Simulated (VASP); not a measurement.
# Ag: single point with PBE

Ag:

```
CELL_PARAMETERS angstrom
0.00000 2.04310 2.04310
2.04310 0.00000 2.04310
2.04310 2.04310 0.00000
ATOMIC_POSITIONS crystal
Ag 0.00000 0.00000 0.00000
```

```json
{
  "Program": "VASP 6.6.1",
  "Task": "single point",
  "Functional": "PBE",
  "Potentials or basis": "VASP PAW PBE potentials, release 64 (Ag)",
  "Cutoff": "520 eV",
  "k mesh": "20 × 20 × 20",
  "Occupations": "gaussian, width 0.15 eV",
  "Spin": "no spin polarisation",
  "Dipole correction": "no",
  "Further INCAR settings": "ALGO = Normal; EDIFF = 1e-06; NBANDS = 12"
}
```

* Pressure: 4.5 GPa

Levels at points of the mesh, in eV from the Fermi level:
```
           k point  band 4  band 5  band 6  band 7  band 8  band 9
(0.00, 0.00, 0.00)   -4.81   -3.78   -3.78   16.02   19.59   19.59
(0.50, 0.00, 0.00)   -2.99   -2.99   -0.41    3.59   15.25   17.86
(0.50, 0.50, 0.00)   -2.78   -2.78    1.60    6.73   10.65   10.65
```

Wall time 13 s on 1 thread of Intel(R) Xeon(R) 6975P-C (Granite Rapids), on a shared host, peak memory 0.17 GiB.
